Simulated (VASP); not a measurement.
# CaO (P4/nmm) in VASP: further runs, part 2 of 2

VASP 6.6.1.

## (4) Single point, PBEsol

This run uses another cell than the first one, of 13.85 Å³/atom.

File INCAR:

```
SYSTEM = CaO
PREC = Accurate
ENCUT = 520
EDIFF = 1E-6
ISMEAR = 0
SIGMA = 0.02
LREAL = .FALSE.
LASPH = .TRUE.
NELM = 100
ALGO = Normal
ISIF = 2
LWAVE = .FALSE.
LCHARG = .TRUE.
GGA = PS
LELF = .TRUE.
LVHAR = .TRUE.
NBANDS = 42
```

File KPOINTS:

```
regular mesh
0
G
  6 6 4
  0 0 0
```

File POSCAR:

```
CaO
1.0
    2.9351684388     -2.9351684388      0.0000000000
    2.9351684388      2.9351684388      0.0000000000
    0.0000000000      0.0000000000      6.4305824720
Ca O
4 4
Direct
    0.7500000000      0.2500000000      0.8917830766
    0.2500000000      0.7500000000      0.1082169234
    0.7500000000      0.2500000000      0.3917830766
    0.2500000000      0.7500000000      0.6082169234
    0.2500000000      0.2500000000      0.2500000000
    0.7500000000      0.7500000000      0.7500000000
    0.2500000000      0.2500000000      0.7500000000
    0.7500000000      0.7500000000      0.2500000000
```

Potentials or basis: VASP PAW PBE potentials, release 64 (Ca_sv, O).

The run is started by

```bash
> cat potpaw_PBE.64/Ca_sv/POTCAR potpaw_PBE.64/O/POTCAR > POTCAR
> mpirun -np 1 vasp_std > vasp.out
```

OUTCAR:

```text
SYSTEM = CaO
   PREC = Accurate
   ENCUT = 520
   EDIFF = 1E-6
   ISMEAR = 0
   LREAL = .FALSE.
   LASPH = .TRUE.
   NELM = 100
   ISIF = 2
   GGA = PS

 ion  position               nearest neighbor table
   1  0.750  0.250  0.892-   6 2.27   7 2.27   6 2.27   7 2.27
   2  0.250  0.750  0.108-   5 2.27   8 2.27   5 2.27   8 2.27
   3  0.750  0.250  0.392-   5 2.27   8 2.27   8 2.27   5 2.27
   4  0.250  0.750  0.608-   6 2.27   7 2.27   7 2.27   6 2.27
   5  0.250  0.250  0.250-   2 2.27   3 2.27   2 2.27   3 2.27
   6  0.750  0.750  0.750-   1 2.27   4 2.27   1 2.27   4 2.27
   7  0.250  0.250  0.750-   1 2.27   4 2.27   4 2.27   1 2.27
[... 1310 lines left out ...]
  Total        0.5827965      0.5827965      0.1859949      0.0000000      0.0000000     -0.0000000
  in kB        8.4271580      8.4271580      2.6894611      0.0000000      0.0000000     -0.0000000
  external PRESSURE =       6.5145924 kB  Pullay stress =       0.0000000 kB

 VOLUME and BASIS-vectors are now :
 -----------------------------------------------------------------------------
  energy-cutoff  :      520.00
  volume of cell :      110.80
      direct lattice vectors                 reciprocal lattice vectors
     2.935168439 -2.935168439  0.000000000     0.170347975 -0.170347975  0.000000000
     2.935168439  2.935168439  0.000000000     0.170347975  0.170347975  0.000000000
     0.000000000  0.000000000  6.430582472     0.000000000  0.000000000  0.155506908

 POSITION                                       TOTAL-FORCE (eV/Angst)
 -----------------------------------------------------------------------------------
      2.93517     -1.46758      5.73468         0.000000      0.000000      0.070631
      2.93517      1.46758      0.69590        -0.000000     -0.000000     -0.070631
      2.93517     -1.46758      2.51939         0.000000      0.000000      0.070631
      2.93517      1.46758      3.91119        -0.000000     -0.000000     -0.070631
      1.46758      0.00000      1.60765        -0.000000      0.000000     -0.000000
      4.40275      0.00000      4.82294         0.000000     -0.000000      0.000000
      1.46758      0.00000      4.82294        -0.000000      0.000000      0.000000
      4.40275      0.00000      1.60765         0.000000     -0.000000     -0.000000
 -----------------------------------------------------------------------------------
    total drift:                               -0.000000     -0.000000      0.000000

  FREE ENERGIE OF THE ION-ELECTRON SYSTEM (eV)
  ---------------------------------------------------
  free  energy   TOTEN  =       -50.7201928968 eV

  energy  without entropy=      -50.7201928968  energy(sigma->0) =      -50.72019290
```

OSZICAR:

```text
N       E                     dE             d eps       ncg     rms          rms(c)
DAV:   1     0.729152261545E+03    0.72915E+03   -0.32767E+04  2520   0.156E+03
DAV:   2     0.202690177657E+01   -0.72713E+03   -0.70242E+03  3022   0.470E+02
DAV:   3    -0.553866552800E+02   -0.57414E+02   -0.57040E+02  3626   0.126E+02
DAV:   4    -0.577980190422E+02   -0.24114E+01   -0.24005E+01  3894   0.239E+01
DAV:   5    -0.578954211576E+02   -0.97402E-01   -0.97378E-01  3642   0.359E+00    0.168E+01
DAV:   6    -0.509122953381E+02    0.69831E+01   -0.38643E+01  3084   0.322E+01    0.733E+00
DAV:   7    -0.508153657205E+02    0.96930E-01   -0.45184E+00  3246   0.105E+01    0.372E+00
DAV:   8    -0.507366139385E+02    0.78752E-01   -0.60193E-01  3044   0.430E+00    0.105E+00
DAV:   9    -0.507180755459E+02    0.18538E-01   -0.17484E-01  3770   0.196E+00    0.316E-01
DAV:  10    -0.507201478040E+02   -0.20723E-02   -0.21245E-02  3252   0.761E-01    0.880E-02
DAV:  11    -0.507202742847E+02   -0.12648E-03   -0.32519E-03  3418   0.269E-01    0.731E-02
DAV:  12    -0.507201930986E+02    0.81186E-04   -0.46057E-04  3132   0.109E-01    0.175E-02
DAV:  13    -0.507201929575E+02    0.14120E-06   -0.32216E-05  3654   0.290E-02    0.244E-03
DAV:  14    -0.507201928968E+02    0.60603E-07   -0.10310E-06  2058   0.553E-03
   1 F= -.50720193E+02 E0= -.50720193E+02  d E =-.260841E-37
```

stdout:

```text
POSCAR found type information on POSCAR CaO
 POSCAR found :  2 types and       8 ions
 scaLAPACK will be used
 -----------------------------------------------------------------------------
|                                                                             |
|                                                                             |
|     You enforced a specific xc type in the INCAR file but a different       |
|     I HOPE YOU KNOW WHAT YOU ARE DOING!                                     |
|                                                                             |
 -----------------------------------------------------------------------------

 LDA part: xc-table for (Slater+PW92), standard interpolation
 POSCAR, INCAR and KPOINTS ok, starting setup
 FFT: planning ... GRIDC
 FFT: planning ... GRID_SOFT
 FFT: planning ... GRID
 WAVECAR not read
 entering main loop
```

It took 54 s on 1 thread of Intel Xeon 6975P-C (Granite Rapids), shared host; peak memory 0.27 GiB.

What came out:

| Quantity | Value |
| --- | --- |
| Free energy | -50.7202 eV |
| Pressure | 0.7 GPa |
| Largest force | 0.071 eV/Å |
| Band gap on the k mesh | 3.24 eV |

Forces on the atoms (eV/Å):
```
Ca   0.000  0.000  0.071
Ca   0.000  0.000 -0.071
Ca   0.000  0.000  0.071
Ca   0.000  0.000 -0.071
O    0.000  0.000  0.000
O    0.000  0.000  0.000
O    0.000  0.000  0.000
O    0.000  0.000  0.000
```

Stress tensor (GPa, compression positive):
```
0.84 0.00 0.00
0.00 0.84 0.00
0.00 0.00 0.27
```

Caveat: the PAW data sets were made with another functional, which shifts forces and pressure a little. A k mesh can miss the band edges.

## (5) The runs side by side

| cell | k mesh | smearing | gap on the mesh (eV) | pressure (GPa) | largest force (eV/Å) |
| --- | --- | --- | --- | --- | --- |
| a = 4.241, b = 4.241, c = 10.591 Å, 8 atoms, atomic positions A | 4 × 4 × 2 | gaussian 0.1 eV | none | -11.7 | 4.11 |
| a = 4.161, b = 4.161, c = 6.485 Å, 8 atoms, atomic positions B | 6 × 6 × 2 | gaussian 0.1 eV | 3.12 | 0.3 | 0.07 |
| a = 4.151, b = 4.151, c = 6.431 Å, 8 atoms, atomic positions C | 6 × 6 × 4 | gaussian 0.02 eV | 3.24 | 0.7 | 0.07 |

Alike in all rows: task single point; level PBEsol; potentials or basis VASP PAW PBE potentials, release 64 (Ca_sv, O); no spin polarisation; cutoff (eV) 520.

Caveats: some runs use coarse meshes; the PAW data sets were made with another functional, which shifts forces and pressure a little; semilocal functionals underestimate gaps, so a narrow gap can read as zero (at least some runs).

Absolute energies hang on the potentials; compare differences alone.
